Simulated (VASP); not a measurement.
# SnSe (Fm-3m) in VASP: notebook

Runs on SnSe. Level: PBE+D3(BJ). Tasks: relaxation of cell and atoms, single point.

Everything below comes from runs of VASP 6.6.1. Logs are shortened: lines on timing, memory, paths and dates and some standing lists are left out, and cuts for length are marked.

## Step 1: The cell of the first run

Symmetry: Fm-3m, No. 225, cubic system. The conventional cell has a = 5.977 Å, b = 5.977 Å, c = 5.977 Å, α = 90.00°, β = 90.00°, γ = 90.00°. Sn (site symmetry m-3m) has 6 Se at 2.99 Å within 3.9 Å. Within 3.9 Å of Se (site symmetry m-3m) lie 6 Sn at 2.99 Å.

## Step 2: Relaxation of cell and atoms, PBE+D3(BJ), target pressure -1 GPa, at which the enthalpy is minimised

Input file INCAR:

```
SYSTEM = SnSe
  PREC = Accurate
  ENCUT = 600
  EDIFF = 1E-6
  ISMEAR = 0
  SIGMA = 0.01
  LREAL = .FALSE.
  LASPH = .TRUE.
  NELM = 60
  ALGO = Normal
  ISIF = 3
  LWAVE = .FALSE.
  LCHARG = .FALSE.
  GGA = PE
  IVDW = 12
  IBRION = 2
  NSW = 80
  EDIFFG = -0.001
  PSTRESS = -10.0
```

Input file KPOINTS:

```
regular mesh
0
G
  10 10 10
  0 0 0
```

Input file POSCAR:

```
SnSe
1.0
    0.0000000000      2.9882564713      2.9882564713
    2.9882564713      0.0000000000      2.9882564713
    2.9882564713      2.9882564713      0.0000000000
Sn Se
1 1
Direct
    0.0000000000      0.0000000000      0.0000000000
    0.5000000000      0.5000000000      0.5000000000
```

Potentials or basis: VASP PAW PBE potentials, release 64 (Sn_d, Se).

Command:

```bash
$ cat potpaw_PBE.64/Sn_d/POTCAR potpaw_PBE.64/Se/POTCAR > POTCAR
$ mpirun -np 1 vasp_std > vasp.out
```

OUTCAR:

```text
SYSTEM = SnSe
   PREC = Accurate
   ENCUT = 600
   EDIFF = 1E-6
   ISMEAR = 0
   LREAL = .FALSE.
   LASPH = .TRUE.
   NELM = 60
   ISIF = 3
   GGA = PE
   IVDW = 12
   IBRION = 2
   NSW = 80
   EDIFFG = -0.001
   PSTRESS = -10.0
 IVDW          = 12

 ion  position               nearest neighbor table
   1  0.000  0.000  0.000-   2 2.99   2 2.99   2 2.99   2 2.99   2 2.99   2 2.99
   2  0.500  0.500  0.500-   1 2.99   1 2.99   1 2.99   1 2.99   1 2.99   1 2.99

  LATTYP: Found a face centered cubic cell.
 ALAT       =     5.9765129426

  Lattice vectors:

 A1 = (   0.0000000000,   2.9882564713,   2.9882564713)
 A2 = (   2.9882564713,   0.0000000000,   2.9882564713)
 A3 = (   2.9882564713,   2.9882564713,   0.0000000000)

Analysis of symmetry for initial positions (statically):
=====================================================================
 Subroutine PRICEL returns:
 Original cell was already a primitive cell.

 Routine SETGRP: Setting up the symmetry group for a
 face centered cubic supercell.

 Subroutine GETGRP returns: Found 48 space group operations
 (whereof 48 operations were pure point group operations)
 out of a pool of 48 trial point group operations.

The static configuration has the point symmetry O_h .

Analysis of symmetry for dynamics (positions and initial velocities):
=====================================================================
 Subroutine PRICEL returns:
 Original cell was already a primitive cell.

 Routine SETGRP: Setting up the symmetry group for a
 face centered cubic supercell.

 Subroutine GETGRP returns: Found 48 space group operations
 (whereof 48 operations were pure point group operations)
 out of a pool of 48 trial point group operations.

The dynamic configuration has the point symmetry O_h .

 Subroutine INISYM returns: Found 48 space group operations
 (whereof 48 operations are pure point group operations),
 and found     1 'primitive' translations

----------------------------------------------------------------------------------------

                                     Primitive cell

  volume of cell :      53.3683

  direct lattice vectors                    reciprocal lattice vectors
     0.000000000  2.988256471  2.988256471    -0.167321649  0.167321649  0.167321649
     2.988256471  0.000000000  2.988256471     0.167321649 -0.167321649  0.167321649
     2.988256471  2.988256471  0.000000000     0.167321649  0.167321649 -0.167321649

  length of vectors
     4.226032830  4.226032830  4.226032830     0.289809597  0.289809597  0.289809597

  position of ions in fractional coordinates (direct lattice)
     0.000000000  0.000000000  0.000000000
     0.500000000  0.500000000  0.500000000

  ion indices of the primitive-cell ions
   primitive index   ion index
                 1           1
                 2           2

----------------------------------------------------------------------------------------

 KPOINTS: regular mesh

Automatic generation of k-mesh.
 Grid dimensions read from file:
 generate k-points for:   10   10   10

 Generating k-lattice:

  Cartesian coordinates                     Fractional coordinates (reciprocal lattice)
    -0.016732165  0.016732165  0.016732165     0.100000000  0.000000000  0.000000000
     0.016732165 -0.016732165  0.016732165     0.000000000  0.100000000  0.000000000
     0.016732165  0.016732165 -0.016732165     0.000000000  0.000000000  0.100000000

  Length of vectors
     0.028980960  0.028980960  0.028980960

  Shift w.r.t. Gamma in fractional coordinates (k-lattice)
     0.000000000  0.000000000  0.000000000

 Subroutine IBZKPT returns following result:
 ===========================================

 Found     47 irreducible k-points:

 Following reciprocal coordinates:
            Coordinates               Weight
  0.000000  0.000000  0.000000      1.000000
  0.100000  0.000000  0.000000      8.000000
  0.200000  0.000000  0.000000      8.000000
  0.300000  0.000000  0.000000      8.000000
  0.400000  0.000000  0.000000      8.000000
  0.500000  0.000000  0.000000      4.000000
[... 16 lines left out ...]
  0.300000  0.300000  0.000000      6.000000
  0.400000  0.300000  0.000000     24.000000
 [... further k-points ...]
   k-points           NKPTS =     47   k-points in BZ     NKDIM =     47   number of bands    NBANDS=     14
   number of dos      NEDOS =    301   number of ions     NIONS =      2
   total plane-waves  NPLWV =  46656
   dimension x,y,z NGX =    36 NGY =   36 NGZ =   36
   dimension x,y,z NGXF=    72 NGYF=   72 NGZF=   72
   ions per type =               1   1
   NGX,Y,Z   is equivalent  to a cutoff of  14.16, 14.16, 14.16 a.u.
   NGXF,Y,Z  is equivalent  to a cutoff of  28.32, 28.32, 28.32 a.u.
 SYSTEM =  SnSe
   PREC   = accura    normal or accurate (medium, high low for compatibility)
   ISTART =      0    job   : 0-new  1-cont  2-samecut
   ICHARG =      2    charge: 1-file 2-atom 10-const
   ISPIN  =      1    spin polarized calculation?
   LNONCOLLINEAR =      F non collinear calculations
   LSORBIT =      F    spin-orbit coupling
   LASPH  =      T    aspherical Exc in radial PAW
   ENCUT  =  600.0 eV  44.10 Ry    6.64 a.u.   8.44  8.44  8.44*2*pi/ulx,y,z
   NELM   =     60;   NELMIN=  2; NELMDL= -5     # of ELM steps
   EDIFF  = 0.1E-05   stopping-criterion for ELM
   LREAL  =      F    real-space projection
   EDIFFG = -.1E-02   stopping-criterion for IOM
   NSW    =     80    number of steps for IOM
   IBRION =      2    ionic relax: 0-MD 1-quasi-New 2-CG
   NFREE  =      1    steps in history (QN), initial steepest desc. (CG)
   ISIF   =      3    stress and relaxation
   ISYM   =      2    0-nonsym 1-usesym 2-fastsym
   POTIM  = 0.5000    time-step for ionic-motion
   TEBEG  =    0.0;   TEEND  =   0.0 temperature during run
   PSTRESS=  -10.0 pullay stress
   NELECT =      20.0000    total number of electrons
   NUPDOWN=      -1.0000    fix difference up-down
   EMIN   =  10.00;   EMAX   =-10.00  energy-range for DOS
   EFERMI =   0.00;   METHOD = LEGACY
   ISMEAR =     0;   SIGMA  =   0.01  broadening in eV -4-tet -1-fermi 0-gaus
   EFERMI_NEDOS =   21; number of points for ismear=-14 and -15
   IALGO  =     38    algorithm
   IMIX   =      4    mixing-type and parameters
     AMIX     =   0.40;   BMIX     =  1.00
     AMIX_MAG =   1.60;   BMIX_MAG =  1.00
  volume/ion in A,a.u.               =      26.68       180.07
  Fermi-wavevector in a.u.,A,eV,Ry     =   1.180294  2.230433 18.954202  1.393095
  Thomas-Fermi vector in A             =   2.316589
   LORBIT       =      0    0 simple, 1 ext, 2 COOP (PROOUT), +10 PAW based schemes
   GGA     = PE    functional components
   LHFCALC =     F    Hartree Fock is set to
   AEXX    =    0.0000 exact exchange contribution
   IVDW    =    12    specifies the selected vdW correction
   LEPSILON=     F    determine dielectric tensor
   LRPA    =     F    only Hartree local field effects (RPA)
 conjugate gradient relaxation of ions
 non-spin polarized calculation
 Gauss-broadening in eV      SIGMA  =   0.01
  energy-cutoff  :      600.00
  volume of cell :       53.37
 maximum number of plane-waves:      1807
 NGX is ok and might be reduce to    36
   NGX = 17   NGY = 17   NGZ = 17

--------------------------------------- Ionic step        1  -------------------------------------------

 number of electron      19.9999998 magnetization

 Free energy of the ion-electron system (eV)
  ---------------------------------------------------
  ext. energy  EPLUGINS =         0.00000000
  ---------------------------------------------------
  free energy    TOTEN  =        -8.20108727 eV

  energy without entropy =       -8.20108727  energy(sigma->0) =       -8.20108727

------------------------ aborting loop because EDIFF is reached ----------------------------------------

 Edisp (eV)   -0.72259

 E8    (eV) :    -0.3256

  FORCE on cell =-STRESS in cart. coord.  units (eV):
  Direction    XX          YY          ZZ          XY          YZ          ZX
  --------------------------------------------------------------------------------------
  -------------------------------------------------------------------------------------
  Total       0.00596     0.00596     0.00596     0.00000    -0.00000     0.00000
  in kB       0.17905     0.17905     0.17905     0.00000    -0.00000     0.00000
  external pressure =       10.18 kB  Pullay stress =      -10.00 kB
[... 149 lines left out ...]
  enthalpy is  TOTEN    =        -9.2602052809 eV   P V=       -0.3400951420

--------------------------------------- Ionic step        5  -------------------------------------------

 number of electron      19.9999999 magnetization

 Free energy of the ion-electron system (eV)
  ---------------------------------------------------
  ext. energy  EPLUGINS =         0.00000000
  ---------------------------------------------------
  free energy    TOTEN  =        -8.21254325 eV

  energy without entropy =       -8.21254325  energy(sigma->0) =       -8.21254325

 E-fermi :   5.7291     XC(G=0):  -9.6047

 val. band max:        5.6039948787   @ k =   0.5000   0.0000   0.0000
 cond. band min:       6.1082677548   @ k =  -0.4000   0.1000   0.0000
 fundamental gap:      0.5042728761
 Fermi energy:         5.7291364584

 k-point     1 :       0.0000    0.0000    0.0000
  band No.  band energies     occupation
      1     -15.9964      2.00000
      2     -15.9964      2.00000
      3     -15.9964      2.00000
      4     -15.9942      2.00000
      5     -15.9942      2.00000
      6      -8.2669      2.00000
      7       0.5477      2.00000
      8       3.4159      2.00000
      9       3.4159      2.00000
     10       3.4159      2.00000
     11       9.9308      0.00000
     12       9.9308      0.00000
     13       9.9308      0.00000
     14      11.4718      0.00000
[... 375 lines left out ...]
 k-point    24 :       0.4000    0.3000    0.0000
  band No.  band energies     occupation
      1     -16.0141      2.00000
      2     -16.0005      2.00000
      3     -15.9896      2.00000
      4     -15.9830      2.00000
      5     -15.9821      2.00000
      6      -7.3327      2.00000
      7      -1.1553      2.00000
      8       1.8436      2.00000
      9       2.2966      2.00000
     10       2.6489      2.00000
     11       9.0480      0.00000
     12       9.4842      0.00000
     13      10.1235      0.00000
     14      10.5060      0.00000

 [... further k-points ...]

------------------------ aborting loop because EDIFF is reached ----------------------------------------

 Edisp (eV)   -0.70781

 E8    (eV) :    -0.3190

  FORCE on cell =-STRESS in cart. coord.  units (eV):
  Direction    XX          YY          ZZ          XY          YZ          ZX
  --------------------------------------------------------------------------------------
  -------------------------------------------------------------------------------------
  Total      -0.34099    -0.34099    -0.34099     0.00000     0.00000    -0.00000
  in kB     -10.03353   -10.03353   -10.03353     0.00000     0.00000    -0.00000
  external pressure =       -0.03 kB  Pullay stress =      -10.00 kB
[... 17 lines left out ...]
  FREE ENERGIE OF THE ION-ELECTRON SYSTEM (eV)
  ---------------------------------------------------
  free  energy   TOTEN  =        -8.9203541484 eV

  energy  without entropy=       -8.9203541484  energy(sigma->0) =       -8.92035415

  enthalpy is  TOTEN    =        -9.2602089666 eV   P V=       -0.3398548183

 reached required accuracy - stopping structural energy minimisation
```

Wall time 42 s (1 thread of Intel Xeon 6975P-C (Granite Rapids), shared host); peak memory 0.25 GiB.

What came out:

```
Free energy                                            : -8.9204 eV
Relaxed volume                                         : 27.23 Å³/atom
Relaxed cell                                           : a = 4.254 Å, b = 4.254 Å, c = 4.254 Å, α = 60.00°, β = 60.00°, γ = 60.00°
Space group after relaxing (to 0.05 Å)                 : Fm-3m (No. 225)
Energy change on relaxing (the enthalpy is what falls) : +1.7 meV/atom
Ionic steps                                            : 5
Pressure after relaxing                                : -1.0 GPa
Band gap on the k mesh                                 : 0.50 eV, indirect (least direct gap 0.59 eV)
Dispersion energy per atom                             : -0.354 eV
```

Step by step:
| step | energy change (eV) | largest force (eV/Å) | pressure (GPa) | volume (Å³) |
| --- | --- | --- | --- | --- |
| 1 | 0.0000 | 0.0000 | 0.02 | 53.37 |
| 2 | 0.0050 | 0.0000 | -1.19 | 54.69 |
| 3 | 0.0034 | 0.0000 | -0.98 | 54.47 |
| 4 | 0.0036 | 0.0000 | -1.03 | 54.49 |
| 5 | 0.0033 | 0.0000 | -1.00 | 54.45 |

Final structure:
```cif
data_structure
_symmetry_space_group_name_H-M 'P 1'
_symmetry_Int_Tables_number 1
_cell_length_a 4.2544
_cell_length_b 4.2544
_cell_length_c 4.2544
_cell_angle_alpha 60.000
_cell_angle_beta 60.000
_cell_angle_gamma 60.000
_cell_volume 54.45
loop_
_atom_site_label
_atom_site_type_symbol
_atom_site_fract_x
_atom_site_fract_y
_atom_site_fract_z
_atom_site_occupancy
Sn1 Sn 0.00000 0.00000 0.00000 1
Se1 Se 0.50000 0.50000 0.50000 1
```

Levels at points of the mesh, in eV from the valence-band top:
| k point | band 6 | band 7 | band 8 | band 9 | band 10 | band 11 | band 12 | band 13 | band 14 |
| --- | --- | --- | --- | --- | --- | --- | --- | --- | --- |
| (0.00, 0.00, 0.00) | -13.87 | -5.06 | -2.19 | -2.19 | -2.19 | 4.33 | 4.33 | 4.33 | 5.87 |
| (0.50, 0.00, 0.00) | -12.93 | -8.05 | -1.94 | -1.94 | 0.00 | 0.59 | 1.25 | 1.25 | 8.26 |
| (0.50, 0.50, 0.00) | -12.66 | -6.00 | -5.47 | -3.64 | -3.64 | 3.03 | 5.36 | 5.36 | 5.99 |

Caveat: the cell is relaxed towards a set pressure, so the enthalpy falls and the energy may rise; spin-orbit coupling is left out, which moves the levels of the heavy elements.

## Step 3: Single point, PBE+D3(BJ) (volume scaled by 0.88)

Input file INCAR:

```
PREC = Accurate ; ENCUT = 520
EDIFF = 1E-6 ; ISMEAR = 0
SIGMA = 0.02 ; LREAL = False
LASPH = True ; NELM = 80
ALGO = Normal ; ISIF = 2
LWAVE = False ; LCHARG = False
GGA = PE ; IVDW = 12
NBANDS = 17
```

Input file KPOINTS:

```
Automatic mesh
0
Gamma
  10 10 10
```

Input file POSCAR:

```
SnSe
1.0
    0.0000000000      2.8640892548      2.8640892548
    2.8640892548      0.0000000000      2.8640892548
    2.8640892548      2.8640892548      0.0000000000
Sn Se
1 1
Direct
    0.0000000000      0.0000000000      0.0000000000
    0.5000000000      0.5000000000      0.5000000000
```

Potentials or basis: VASP PAW PBE potentials, release 64 (Sn_d, Se).

Command:

```bash
$ cat potpaw_PBE.64/Sn_d/POTCAR potpaw_PBE.64/Se/POTCAR > POTCAR
$ mpirun -np 1 vasp_std > vasp.out
```

Run time: 21 s. Hardware: 1 thread of Intel Xeon 6975P-C (Granite Rapids), shared host; peak memory 0.19 GiB.

It converged, with:

```
Free energy                : -8.7617 eV
Pressure                   : 9.0 GPa
Band gap on the k mesh     : 0.28 eV, indirect (least direct gap 0.56 eV)
Dispersion energy per atom : -0.412 eV
```

Levels at points of the mesh, in eV from the valence-band top:
| k point | band 8 | band 9 | band 10 | band 11 | band 12 | band 13 |
| --- | --- | --- | --- | --- | --- | --- |
| (0.00, 0.00, 0.00) | -2.91 | -2.91 | -2.91 | 4.63 | 4.63 | 4.63 |
| (0.50, 0.00, 0.00) | -2.62 | -2.62 | -0.39 | 0.85 | 0.85 | 0.94 |
| (0.50, 0.50, 0.00) | -6.32 | -4.66 | -4.66 | 2.21 | 5.96 | 5.96 |

Caveat: the cell differs from its parent crystal (volume scaled by 0.88); spin-orbit coupling is left out, which moves the levels of the heavy elements.

(Continued in part 2 of 2.)
